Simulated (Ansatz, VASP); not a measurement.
# Two plane-wave programs on Hf4Si

Contents of INCAR:

```
SYSTEM = Hf4Si
  PREC = Accurate
  ENCUT = 520
  EDIFF = 1E-6
  ISMEAR = 0
  SIGMA = 0.2
  LREAL = .FALSE.
  LASPH = .TRUE.
  NELM = 80
  ALGO = Fast
  ISIF = 2
  LWAVE = .FALSE.
  LCHARG = .FALSE.
  GGA = PE
  NBANDS = 55
```

Contents of KPOINTS:

```
Automatic mesh
0
G
  4 4 4
  0 0 0
```

POSCAR

```
Hf4Si
1.0
    0.0000000000      0.0000000000      5.5218923897
    6.2510340338      0.0000000000      0.0000000000
    0.0000000000      6.2510340338      0.0000000000
Hf Si
8 2
Direct
    0.7476039709      0.6619863403      0.1619863403
    0.7476039709      0.8380136597      0.6619863403
    0.2523960291      0.3380136597      0.1619863403
    0.2523960291      0.6619863403      0.8380136597
    0.7476039709      0.1619863403      0.3380136597
    0.2523960291      0.8380136597      0.3380136597
    0.2523960291      0.1619863403      0.6619863403
    0.7476039709      0.3380136597      0.8380136597
    0.0000000000      0.5000000000      0.5000000000
    0.0000000000      0.0000000000      0.0000000000
```

Input for Ansatz:

```yaml
crystal:
  lattice:
    - [0.0, 0.0, 5.5218923897]
    - [6.2510340338, 0.0, 0.0]
    - [0.0, 6.2510340338, 0.0]
  atoms:
    - { symbol: Hf, position: [0.7476039709, 0.6619863403, 0.1619863403] }
    - { symbol: Hf, position: [0.7476039709, 0.8380136597, 0.6619863403] }
    - { symbol: Hf, position: [0.2523960291, 0.3380136597, 0.1619863403] }
    - { symbol: Hf, position: [0.2523960291, 0.6619863403, 0.8380136597] }
    - { symbol: Hf, position: [0.7476039709, 0.1619863403, 0.3380136597] }
    - { symbol: Hf, position: [0.2523960291, 0.8380136597, 0.3380136597] }
    - { symbol: Hf, position: [0.2523960291, 0.1619863403, 0.6619863403] }
    - { symbol: Hf, position: [0.7476039709, 0.3380136597, 0.8380136597] }
    - { symbol: Si, position: [0.0, 0.5, 0.5] }
    - { symbol: Si, position: [0.0, 0.0, 0.0] }
basis:
  ecutwfc: 420
kpoints:
  mp_grid: { grid: [4, 4, 4] }
hamiltonian:
  xc: pbe
scf:
  occupations: { method: gaussian, width: 0.2 }
  lower_state_search: "off"
output:
  forces: true
  stress: true
  eigenvalues: true
```

Alike in both runs: task single point; functional PBE; k mesh 4 × 4 × 4; occupations gaussian, width 0.2 eV; no spin polarisation.

```csv
,VASP,Ansatz
version,VASP 6.6.1,Ansatz 0.2.0
potentials or method,"VASP PAW PBE potentials, release 64 (Hf_pv, Si), cutoff 520 eV","scalar-relativistic, plane waves, PAW"
valence electrons in the cell,88,216
```

|  | VASP | Ansatz | Ansatz less VASP |
| --- | --- | --- | --- |
| gap on the k mesh at the Fermi level (eV) | none | none | - |
| pressure (GPa) | -0.4 | 0.0 | +0.34 |
| traceless stress, the component that is largest in VASP (GPa) | 0.11 | 0.08 | -0.029 |
| rms of the force components (eV/Å) | 0.016 | 0.008 | -0.0080 |

Atom by atom the forces differ by 0.009 eV/Å (rms over components). A gap of «none» marks a metal or a gap that the smearing closes. The functional is the same, so the differences come from potentials, cutoffs and numerics. VASP's potentials hold 88 valence electrons a cell and Ansatz's 216, so a difference there can come from the potentials and not from the codes.

Neither program's run includes spin-orbit coupling.
